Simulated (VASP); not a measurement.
# SnTe (Fm-3m) in VASP: notebook

SnTe is run at these levels: r2SCAN, PBE; tasks: single point, relaxation of cell and atoms, relaxation of the atoms.

Program: VASP 6.6.1. These are calculated values, not measurements. Logs are shortened: lines on timing, memory, paths and dates and some standing lists are left out, and cuts for length are marked.

## Step 1: The cell of the first run

It takes space group Fm-3m (No. 225, cubic). The conventional cell has a = 6.497 Å, b = 6.497 Å, c = 6.497 Å, α = 90.00°, β = 90.00°, γ = 90.00°. Sn (site symmetry m-3m) has 6 Te at 3.25 Å within 4.3 Å. Te (site symmetry m-3m) has 6 Sn at 3.25 Å within 4.3 Å.

## Step 2: Single point, r2SCAN

Input file POSCAR:

```
SnTe
1.0
    0.0000000000      3.2486379800      3.2486379800
    3.2486379800      0.0000000000      3.2486379800
    3.2486379800      3.2486379800      0.0000000000
Sn Te
1 1
Direct
    0.0000000000      0.0000000000      0.0000000000
    0.5000000000      0.5000000000      0.5000000000
```

Input file INCAR.step1:

```
SYSTEM = SnTe
ALGO = Normal ; EDIFF = 1E-4
ENCUT = 520 ; GGA = PE
ISMEAR = -1 ; LASPH = .True.
LCHARG = .False. ; LREAL = .False.
LWAVE = .True. ; NBANDS = 17
NELM = 80 ; PREC = Accurate
SIGMA = 0.1
```

Input file INCAR.step2:

```
SYSTEM = SnTe
ALGO = Normal ; EDIFF = 1E-6
ENCUT = 520 ; ISIF = 2
ISMEAR = -1 ; ISTART = 1
LASPH = .True. ; LCHARG = .False.
LMIXTAU = .True. ; LREAL = .False.
LWAVE = .False. ; METAGGA = R2SCAN
NBANDS = 17 ; NELM = 80
PREC = Accurate ; SIGMA = 0.1
```

Input file KPOINTS:

```
k-points
0
Gamma
  9 9 9
  0 0 0
```

Potentials or basis: VASP PAW PBE potentials, release 64 (Sn_d, Te).

On the command line:

```sh
> cat potpaw_PBE.64/Sn_d/POTCAR potpaw_PBE.64/Te/POTCAR > POTCAR
> cp INCAR.step1 INCAR
> mpirun -np 1 vasp_std > vasp.out
> cp INCAR.step2 INCAR
> mpirun -np 1 vasp_std > vasp.out
```

OUTCAR:

```text
SYSTEM = SnTe
   EDIFF = 1E-6
   ENCUT = 520
   ISIF = 2
   ISMEAR = -1
   ISTART = 1
   LASPH = .True.
   LREAL = .False.
   METAGGA = R2SCAN
   NELM = 80
   PREC = Accurate

 ion  position               nearest neighbor table
   1  0.000  0.000  0.000-   2 3.25   2 3.25   2 3.25   2 3.25   2 3.25   2 3.25
   2  0.500  0.500  0.500-   1 3.25   1 3.25   1 3.25   1 3.25   1 3.25   1 3.25

  LATTYP: Found a face centered cubic cell.
 ALAT       =     6.4972759600

  Lattice vectors:

 A1 = (   0.0000000000,   3.2486379800,   3.2486379800)
 A2 = (   3.2486379800,   0.0000000000,   3.2486379800)
 A3 = (   3.2486379800,   3.2486379800,   0.0000000000)

Analysis of symmetry for initial positions (statically):
=====================================================================
 Subroutine PRICEL returns:
 Original cell was already a primitive cell.

 Routine SETGRP: Setting up the symmetry group for a
 face centered cubic supercell.

 Subroutine GETGRP returns: Found 48 space group operations
 (whereof 48 operations were pure point group operations)
 out of a pool of 48 trial point group operations.

The static configuration has the point symmetry O_h .

Analysis of symmetry for dynamics (positions and initial velocities):
=====================================================================
 Subroutine PRICEL returns:
 Original cell was already a primitive cell.

 Routine SETGRP: Setting up the symmetry group for a
 face centered cubic supercell.

 Subroutine GETGRP returns: Found 48 space group operations
 (whereof 48 operations were pure point group operations)
 out of a pool of 48 trial point group operations.

The dynamic configuration has the point symmetry O_h .

 Subroutine INISYM returns: Found 48 space group operations
 (whereof 48 operations are pure point group operations),
 and found     1 'primitive' translations

----------------------------------------------------------------------------------------

                                     Primitive cell

  volume of cell :      68.5700

  direct lattice vectors                    reciprocal lattice vectors
     0.000000000  3.248637980  3.248637980    -0.153910655  0.153910655  0.153910655
     3.248637980  0.000000000  3.248637980     0.153910655 -0.153910655  0.153910655
     3.248637980  3.248637980  0.000000000     0.153910655  0.153910655 -0.153910655

  length of vectors
     4.594267891  4.594267891  4.594267891     0.266581075  0.266581075  0.266581075

  position of ions in fractional coordinates (direct lattice)
     0.000000000  0.000000000  0.000000000
     0.500000000  0.500000000  0.500000000

  ion indices of the primitive-cell ions
   primitive index   ion index
                 1           1
                 2           2

----------------------------------------------------------------------------------------

 KPOINTS: k-points

Automatic generation of k-mesh.
 Grid dimensions read from file:
 generate k-points for:    9    9    9

 Generating k-lattice:

  Cartesian coordinates                     Fractional coordinates (reciprocal lattice)
    -0.017101184  0.017101184  0.017101184     0.111111111  0.000000000  0.000000000
     0.017101184 -0.017101184  0.017101184     0.000000000  0.111111111  0.000000000
     0.017101184  0.017101184 -0.017101184     0.000000000  0.000000000  0.111111111

  Length of vectors
     0.029620119  0.029620119  0.029620119

  Shift w.r.t. Gamma in fractional coordinates (k-lattice)
     0.000000000  0.000000000  0.000000000

 Subroutine IBZKPT returns following result:
 ===========================================

 Found     35 irreducible k-points:

 Following reciprocal coordinates:
            Coordinates               Weight
  0.000000  0.000000  0.000000      1.000000
  0.111111  0.000000  0.000000      8.000000
  0.222222  0.000000  0.000000      8.000000
  0.333333  0.000000  0.000000      8.000000
  0.444444  0.000000  0.000000      8.000000
  0.111111  0.111111  0.000000      6.000000
[... 16 lines left out ...]
 -0.333333  0.333333  0.000000     12.000000
  0.444444  0.444444  0.000000      6.000000
 [... further k-points ...]
   k-points           NKPTS =     35   k-points in BZ     NKDIM =     35   number of bands    NBANDS=     17
   number of dos      NEDOS =    301   number of ions     NIONS =      2
   total plane-waves  NPLWV =  46656
   dimension x,y,z NGX =    36 NGY =   36 NGZ =   36
   dimension x,y,z NGXF=    72 NGYF=   72 NGZF=   72
   ions per type =               1   1
   NGX,Y,Z   is equivalent  to a cutoff of  13.03, 13.03, 13.03 a.u.
   NGXF,Y,Z  is equivalent  to a cutoff of  26.05, 26.05, 26.05 a.u.
 SYSTEM =  SnTe
   PREC   = accura    normal or accurate (medium, high low for compatibility)
   ISTART =      1    job   : 0-new  1-cont  2-samecut
   ICHARG =      0    charge: 1-file 2-atom 10-const
   ISPIN  =      1    spin polarized calculation?
   LNONCOLLINEAR =      F non collinear calculations
   LSORBIT =      F    spin-orbit coupling
   LASPH  =      T    aspherical Exc in radial PAW
   ENCUT  =  520.0 eV  38.22 Ry    6.18 a.u.   8.54  8.54  8.54*2*pi/ulx,y,z
   NELM   =     80;   NELMIN=  2; NELMDL=  0     # of ELM steps
   EDIFF  = 0.1E-05   stopping-criterion for ELM
   LREAL  =      F    real-space projection
   EDIFFG = 0.1E-04   stopping-criterion for IOM
   NSW    =      0    number of steps for IOM
   IBRION =     -1    ionic relax: 0-MD 1-quasi-New 2-CG
   NFREE  =      0    steps in history (QN), initial steepest desc. (CG)
   ISIF   =      2    stress and relaxation
   ISYM   =      2    0-nonsym 1-usesym 2-fastsym
   POTIM  = 0.5000    time-step for ionic-motion
   TEBEG  =    0.0;   TEEND  =   0.0 temperature during run
   PSTRESS=    0.0 pullay stress
   NELECT =      20.0000    total number of electrons
   NUPDOWN=      -1.0000    fix difference up-down
   EMIN   =  10.00;   EMAX   =-10.00  energy-range for DOS
   EFERMI =   0.00;   METHOD = LEGACY
   ISMEAR =    -1;   SIGMA  =   0.10  broadening in eV -4-tet -1-fermi 0-gaus
   EFERMI_NEDOS =   21; number of points for ismear=-14 and -15
   IALGO  =     38    algorithm
   IMIX   =      4    mixing-type and parameters
     AMIX     =   0.40;   BMIX     =  1.00
     AMIX_MAG =   1.60;   BMIX_MAG =  1.00
  volume/ion in A,a.u.               =      34.28       231.37
  Fermi-wavevector in a.u.,A,eV,Ry     =   1.085693  2.051661 16.037572  1.178728
  Thomas-Fermi vector in A             =   2.221812
   LORBIT       =      0    0 simple, 1 ext, 2 COOP (PROOUT), +10 PAW based schemes
   METAGGA = R2SCAN    functional components
   LHFCALC =     F    Hartree Fock is set to
   AEXX    =    0.0000 exact exchange contribution
   IVDW    =     0    specifies the selected vdW correction
   LEPSILON=     F    determine dielectric tensor
   LRPA    =     F    only Hartree local field effects (RPA)
 non-spin polarized calculation
  energy-cutoff  :      520.00
  volume of cell :       68.57
 maximum number of plane-waves:      1868
 NGX is ok and might be reduce to    36
   NGX = 17   NGY = 17   NGZ = 17

 number of electron      20.0000000 magnetization

 Free energy of the ion-electron system (eV)
  ---------------------------------------------------
  ext. energy  EPLUGINS =         0.00000000
  ---------------------------------------------------
  free energy    TOTEN  =       -50.66104694 eV

  energy without entropy =      -50.65904104  energy(sigma->0) =      -50.66004399

 E-fermi :   5.8736     XC(G=0):  -9.6323

 val. band max:        5.6143358228   @ k =   0.4444   0.0000   0.0000
 cond. band min:       6.2403922864   @ k =   0.4444   0.0000   0.0000
 fundamental gap:      0.6260564636
 Fermi energy:         5.8736051520

 k-point     1 :       0.0000    0.0000    0.0000
  band No.  band energies     occupation
      1     -16.8383      2.00000
      2     -16.8383      2.00000
      3     -16.8331      2.00000
      4     -16.8330      2.00000
      5     -16.8330      2.00000
      6      -6.9213      2.00000
[... 9 lines left out ...]
     16      11.0413      0.00000
     17      12.9024      0.00000

 k-point     2 :       0.1111    0.0000    0.0000
  band No.  band energies     occupation
      1     -16.8387      2.00000
      2     -16.8387      2.00000
      3     -16.8329      2.00000
      4     -16.8326      2.00000
      5     -16.8326      2.00000
      6      -6.8258      2.00000
[... 9 lines left out ...]
     16      11.2844      0.00000
     17      13.6408      0.00000

 k-point     3 :       0.2222    0.0000    0.0000
  band No.  band energies     occupation
      1     -16.8397      2.00000
      2     -16.8397      2.00000
      3     -16.8325      2.00000
      4     -16.8312      2.00000
      5     -16.8312      2.00000
      6      -6.5549      2.00000
[... 9 lines left out ...]
     16      11.9709      0.00000
     17      15.2750      0.00000

 k-point     4 :       0.3333    0.0000    0.0000
  band No.  band energies     occupation
      1     -16.8410      2.00000
      2     -16.8410      2.00000
      3     -16.8321      2.00000
      4     -16.8296      2.00000
      5     -16.8296      2.00000
      6      -6.1711      2.00000
[... 9 lines left out ...]
     16      13.0526      0.00000
     17      16.5143      0.00000
[... 343 lines left out ...]
      1     -16.8477      2.00000
      2     -16.8373      2.00000
      3     -16.8334      2.00000
      4     -16.8272      2.00000
      5     -16.8265      2.00000
      6      -5.5461      2.00000
[... 9 lines left out ...]
     16      15.1157      0.00000
     17      16.8302      0.00000

 k-point    23 :      -0.3333    0.3333    0.0000
  band No.  band energies     occupation
      1     -16.8456      2.00000
      2     -16.8391      2.00000
      3     -16.8314      2.00000
      4     -16.8286      2.00000
      5     -16.8274      2.00000
      6      -5.5538      2.00000
[... 9 lines left out ...]
     16      13.9359      0.00000
     17      15.9881      0.00000

 k-point    24 :       0.4444    0.4444    0.0000
  band No.  band energies     occupation
      1     -16.8502      2.00000
      2     -16.8354      2.00000
      3     -16.8351      2.00000
      4     -16.8258      2.00000
      5     -16.8258      2.00000
      6      -5.5974      2.00000
[... 9 lines left out ...]
     16      16.1253      0.00000
     17      17.1119      0.00000

 [... further k-points ...]
[... 5 lines left out ...]
  --------------------------------------------------------------------------------------
  -------------------------------------------------------------------------------------
  Total       -0.9908747     -0.9908747     -0.9908747     -0.0000000      0.0000000     -0.0000000
  in kB      -23.1523654    -23.1523654    -23.1523654     -0.0000000      0.0000000     -0.0000000
  external PRESSURE =     -23.1523654 kB  Pullay stress =       0.0000000 kB

 VOLUME and BASIS-vectors are now :
 -----------------------------------------------------------------------------
  energy-cutoff  :      520.00
  volume of cell :       68.57
      direct lattice vectors                 reciprocal lattice vectors
     0.000000000  3.248637980  3.248637980    -0.153910655  0.153910655  0.153910655
     3.248637980  0.000000000  3.248637980     0.153910655 -0.153910655  0.153910655
     3.248637980  3.248637980  0.000000000     0.153910655  0.153910655 -0.153910655

 POSITION                                       TOTAL-FORCE (eV/Angst)
 -----------------------------------------------------------------------------------
      0.00000      0.00000      0.00000         0.000000      0.000000     -0.000000
      3.24864      3.24864      3.24864         0.000000      0.000000      0.000000
 -----------------------------------------------------------------------------------
    total drift:                               -0.000000      0.000000      0.000000

  FREE ENERGIE OF THE ION-ELECTRON SYSTEM (eV)
  ---------------------------------------------------
  free  energy   TOTEN  =       -50.6610469360 eV

  energy  without entropy=      -50.6590410425  energy(sigma->0) =      -50.66004399
```

Wall time 2.6 min (1 thread of Intel Xeon Platinum 8259CL at 2.50GHz (Skylake/Cascade Lake), shared host); peak memory 0.23 GiB.

Results:

```
Free energy : -50.6610 eV
Pressure    : -2.3 GPa
```

Levels at points of the mesh, in eV from the Fermi level:
```csv
k point,band 8,band 9,band 10,band 11,band 12,band 13
"(0.00, 0.00, 0.00)",-2.20,-2.20,-2.20,3.26,3.26,3.26
```

Caveat: this odd mesh misses L, where the gap lies, so gap, dielectric constants and Born charges aren't listed; the PAW data sets were made with another functional, which shifts forces and pressure a little; spin-orbit coupling is left out, which moves the levels of the heavy elements.

(Continued in part 2 of 2.)
